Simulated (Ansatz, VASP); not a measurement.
**AlN in VASP and in Ansatz**

```
Al N
1.0
     2.95545    0.00000    0.00000
    -1.47773    2.55950    0.00000
     0.00000    0.00000    4.97800
Al N
2 2
Direct
  0.33333 0.66667 0.00000
  0.66667 0.33333 0.50000
  0.33333 0.66667 0.38500
  0.66667 0.33333 0.88500
```

Change from the starting cell: strain -0.050 along x and y, +0.000 along z, atoms carried along.

Alike in both runs: task single point; functional r2SCAN; k mesh 12 × 12 × 6; occupations gaussian, width 0.05 eV; no spin polarisation.

|  | VASP | Ansatz |
| --- | --- | --- |
| version | VASP 6.6.1 | Ansatz 0.2.0 |
| potentials or method | VASP PAW PBE potentials, release 64 (Al, N), cutoff 520 eV | scalar-relativistic, plane waves, PAW |
| valence electrons in the cell | 16 | 16 |

```csv
,VASP,Ansatz,Ansatz less VASP
gap on the k mesh at the Fermi level (eV),5.75,5.77,+0.012
least direct gap on the mesh (eV),5.93,5.88,-0.048
pressure (GPa),27.2,27.4,+0.17
"traceless stress, the component that is largest in VASP (GPa)",-21.41,-21.08,+0.330
rms of the force components (eV/Å),0.570,0.559,-0.0109
```

VASP's potentials were made for PBE, not for r2SCAN. Atom by atom the forces differ by 0.011 eV/Å (rms over components).
